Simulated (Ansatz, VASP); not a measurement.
# Two plane-wave programs on HgTe

File INCAR:

```
PREC = Accurate ; ENCUT = 500
EDIFF = 1E-6 ; ISMEAR = -1
SIGMA = 0.02 ; LREAL = F
LASPH = T ; NELM = 120
ALGO = Normal ; ISIF = 2
LWAVE = F ; LCHARG = F
GGA = CA ; NBANDS = 26
GGA_COMPAT = F
```

File KPOINTS:

```
regular mesh
0
Gamma
  6 6 2
```

File POSCAR:

```
HgTe
1.0
    4.2336391969      0.0000000000      0.0000000000
   -2.1168195985      3.6664390950      0.0000000000
    0.0000000000      0.0000000000      7.3965767620
Hg Te
2 2
Direct
    0.0000000000      0.0000000000      0.0000000000
    0.0000000000      0.0000000000      0.5000000000
    0.3333333333      0.6666666667      0.2500000000
    0.6666666667      0.3333333333      0.7500000000
```

Input for Ansatz:

```yaml
crystal:
  lattice:
    - [4.2336391969, 0.0, 0.0]
    - [-2.1168195985, 3.666439095, 0.0]
    - [0.0, 0.0, 7.396576762]
  atoms:
    - { symbol: Hg, position: [0.0, 0.0, 0.0] }
    - { symbol: Hg, position: [0.0, 0.0, 0.5] }
    - { symbol: Te, position: [0.3333333333, 0.6666666667, 0.25] }
    - { symbol: Te, position: [0.6666666667, 0.3333333333, 0.75] }
kpoints:
  mp_grid: { grid: [6, 6, 2] }
hamiltonian:
  xc: lda
scf:
  occupations: { method: fermi_dirac, width: 0.02 }
  n_extra_bands: 5
output:
  forces: true
  stress: true
  eigenvalues: true
```

Alike in both runs: task single point; functional LDA; k mesh 6 × 6 × 2; occupations fermi-dirac, width 0.02 eV; no spin polarisation.

```csv
,VASP,Ansatz
version,VASP 6.6.1,Ansatz 0.2.0
potentials or method,"VASP PAW LDA potentials, release 64 (Hg, Te)",plane waves
plane-wave cutoff (eV),500,420
valence electrons in the cell,36,72
```

```csv
,VASP,Ansatz,Ansatz less VASP
pressure (GPa),-3.8,-4.1,-0.30
"traceless stress, the component that is largest in VASP (GPa)",0.37,0.34,-0.032
```

LDA's correlation is that of Perdew and Zunger in VASP and of Perdew and Wang (1992) in Ansatz. VASP's potentials hold 36 valence electrons a cell and Ansatz's 72, so a difference there can come from the potentials and not from the codes.

The k mesh is coarse, so the values compare programs but aren't converged. Spin-orbit coupling is off throughout.
